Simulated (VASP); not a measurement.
WC, 2 atoms in the cell. It takes space group Fm-3m (No. 225, cubic). Conventional cell: a = 4.346 Å, b = 4.346 Å, c = 4.346 Å, α = 90.00°, β = 90.00°, γ = 90.00°. W (site symmetry m-3m) has 6 C at 2.17 Å within 2.9 Å. C (site symmetry m-3m) has 6 W at 2.17 Å within 2.9 Å. 

| Property | Result |
| --- | --- |
| Program | VASP 6.6.1 |
| Task | single point |
| Functional | PBEsol |
| Potentials or basis | VASP PAW PBE potentials, release 64 (W_sv, C_h) |
| Cutoff | 1300 eV |
| k mesh | 14 × 14 × 14 |
| Occupations | gaussian, width 0.15 eV |
| Spin | no spin polarisation |
| Dipole correction | no |
| Further INCAR settings | ALGO = Normal; EDIFF = 1e-06; NBANDS = 16 |

Potentials or basis: VASP PAW PBE potentials, release 64 (W_sv, C_h).

Launch:

```bash
$ cat potpaw_PBE.64/W_sv/POTCAR potpaw_PBE.64/C_h/POTCAR > POTCAR
$ mpirun -np 1 vasp_std > vasp.out
```

Hardware: 1 thread of Intel(R) Xeon(R) 6975P-C (Granite Rapids) (shared host).

**Question.** How long does it take, and how much memory?

**Answer.** Wall time 39 s on 1 thread of Intel(R) Xeon(R) 6975P-C (Granite Rapids), on a shared host, peak memory 0.3 GiB. Counts: scf iterations 12, k points 104.
